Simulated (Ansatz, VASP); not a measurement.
**InSe: VASP beside Ansatz**

```
CELL_PARAMETERS angstrom
5.94066 -2.09495 0.00000
5.94066 2.09495 0.00000
-1.75703 0.00000 4.86493
ATOMIC_POSITIONS crystal
In 0.88820 0.88820 0.04684
In 0.11180 0.11180 0.95316
Se 0.66093 0.66093 0.66896
Se 0.33907 0.33907 0.33104
```

Alike in both runs: task single point; functional LDA; k mesh 7 × 7 × 6; occupations fermi-dirac, width 0.05 eV; no spin polarisation.

|  | VASP | Ansatz |
| --- | --- | --- |
| version | VASP 6.6.1 | Ansatz 0.2.0 |
| potentials or method | VASP PAW LDA potentials, release 64 (In_d, Se) | Ansatz PAW |
| plane-wave cutoff (eV) | 520 | 420 |
| valence electrons in the cell | 38 | 58 |

VASP gave:

| Property | Result |
| --- | --- |
| gap on the k mesh at the Fermi level (eV) | 0.91 |
| least direct gap on the mesh (eV) | 0.91 |
| pressure (GPa) | -5.0 |
| traceless stress, the component that is largest in VASP (GPa) | -0.84 |
| rms of the force components (eV/Å) | 0.224 |

What did Ansatz give for the same quantities?

gap on the k mesh at the Fermi level (eV): 0.90; least direct gap on the mesh (eV): 0.90; pressure (GPa): -5.0; traceless stress, the component that is largest in VASP (GPa): -0.86; rms of the force components (eV/Å): 0.233.

LDA's correlation is that of Perdew and Zunger in VASP and of Perdew and Wang (1992) in Ansatz. Atom by atom the forces differ by 0.009 eV/Å (rms over components). VASP's potentials hold 38 valence electrons a cell and Ansatz's 58, so a difference there can come from the potentials and not from the codes.

Noted on Ansatz's run: odd divisions of the mesh miss points on the zone boundary, where band edges often lie, so the gap on the mesh can be too wide.
